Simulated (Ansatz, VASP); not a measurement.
## Two plane-wave programs on Al2Ru

```xyz
6
Lattice="0.0000 3.9898 4.3915 2.3525 0.0000 4.3915 2.3525 3.9898 0.0000" Properties=species:S:1:pos:R:3 pbc="T T T"
Al    1.1762    0.6309    2.1958
Al    1.1762    3.3590    2.1958
Al    2.3525    1.3640    4.3915
Al    2.3525    6.6156    4.3915
Ru    3.5287    5.9848    6.5873
Ru    2.3525    3.9898    4.3915
```

Alike in both runs: task single point; functional PBEsol; k mesh 10 × 10 × 10; occupations gaussian, width 0.01 eV; no spin polarisation.

```csv
,VASP,Ansatz
version,VASP 6.6.1,Ansatz 0.2.0
potentials or method,"VASP PAW PBE potentials, release 64 (Al, Ru_pv), cutoff 520 eV","scalar-relativistic, plane waves, PAW"
valence electrons in the cell,40,44
```

```tsv
	VASP	Ansatz	Ansatz less VASP
gap on the k mesh at the Fermi level (eV)	0.08	0.08	0.000
least direct gap on the mesh (eV)	1.22	1.22	+0.001
pressure (GPa)	-0.4	-0.5	-0.08
traceless stress, the component that is largest in VASP (GPa)	-0.14	-0.17	-0.027
rms of the force components (eV/Å)	0.007	0.007	+0.0001
```

VASP's potentials were made for PBE, not for PBEsol. Atom by atom the forces differ by 0.000 eV/Å (rms over components). With one functional, cell and mesh, what is left measures potentials, basis and numerics. VASP's potentials hold 40 valence electrons a cell and Ansatz's 44, so a difference there can come from the potentials and not from the codes.
